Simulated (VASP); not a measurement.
Here is a VASP 6.6.1 calculation.

INCAR

```
SYSTEM = Co
PREC = Accurate
ENCUT = 600
EDIFF = 1E-6
ISMEAR = -1
SIGMA = 0.1
LREAL = .FALSE.
LASPH = .TRUE.
NELM = 200
ALGO = Normal
ISIF = 2
LWAVE = .FALSE.
LCHARG = .TRUE.
ISPIN = 2
MAGMOM = 1.97
LORBIT = 11
LMAXMIX = 4
GGA = PE
LELF = .TRUE.
LVHAR = .TRUE.
NBANDS = 14
GGA_COMPAT = .FALSE.
```

Contents of KPOINTS:

```
Automatic mesh
0
G
  8 8 8
  0 0 0
```

The input POSCAR:

```
Co
1.0
    0.0000000000      1.8550000000      1.8550000000
    1.8550000000      0.0000000000      1.8550000000
    1.8550000000      1.8550000000      0.0000000000
Co
1
Direct
    0.0000000000      0.0000000000      0.0000000000
```

Potentials or basis: VASP PAW PBE potentials, release 64 (Co).

Run with:

```bash
$ cat potpaw_PBE.64/Co/POTCAR > POTCAR
$ mpirun -np 1 vasp_std > vasp.out
```

Question: Predict the net moment.

Answer: 1.70 μB per cell.

Question: Predict the site moments.

Answer: Co +1.75 μB.

Question: Predict the pressure.

Answer: -23.3 GPa.

Caveat: the k points lie up to 0.37 Å⁻¹ apart.
